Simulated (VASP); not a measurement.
Here is a VASP 6.6.1 calculation.

File POSCAR:

```
BN
1.0
    2.4947158415      0.0000000000      0.0000000000
   -1.2473579208      2.1604872940      0.0000000000
    0.0000000000      0.0000000000      6.3305221647
B N
2 2
Direct
    0.3333333333      0.6666666667      0.2500000000
    0.6666666667      0.3333333333      0.7500000000
    0.3333333333      0.6666666667      0.7500000000
    0.6666666667      0.3333333333      0.2500000000
```

File INCAR.step1:

```
PREC = Accurate
ENCUT = 660
ISMEAR = 0
SIGMA = 0.05
LREAL = F
LASPH = T
NELM = 120
NBANDS = 16
GGA = PE
ALGO = Normal
EDIFF = 1E-5
LWAVE = T
LCHARG = F
GGA_COMPAT = F
```

The input INCAR.step2:

```
PREC = Accurate
ENCUT = 660
EDIFF = 1E-6
ISMEAR = 0
SIGMA = 0.05
LREAL = F
LASPH = T
NELM = 120
ALGO = Normal
ISIF = 2
LWAVE = F
LCHARG = F
METAGGA = R2SCAN
LMIXTAU = T
IVDW = 12
VDW_S6 = 1.0
VDW_S8 = 0.78981345
VDW_A1 = 0.49484001
VDW_A2 = 5.73083694
NBANDS = 16
ISTART = 1
GGA_COMPAT = F
```

File KPOINTS:

```
Automatic mesh
0
Gamma
  10 10 4
```

Potentials or basis: VASP PAW PBE potentials, release 64 (B, N).

The run is started by

```bash
$ cat potpaw_PBE.64/B/POTCAR potpaw_PBE.64/N/POTCAR > POTCAR
$ cp INCAR.step1 INCAR
$ mpirun -np 1 vasp_std > vasp.out
$ cp INCAR.step2 INCAR
$ mpirun -np 1 vasp_std > vasp.out
```

Question: Predict the pressure.

Answer: 2.1 GPa.

Question: Estimate the band gap on the k mesh.

Answer: 4.77 eV (least direct gap 5.17 eV).

Question: Predict the dispersion energy per atom.

Answer: -0.073 eV.

Stress tensor (GPa, compression positive):
```
2.41 0.00 0.00
0.00 2.41 0.00
0.00 0.00 1.43
```

Caveat: the PAW data sets were made with another functional, which shifts forces and pressure a little. A k mesh can miss the band edges.
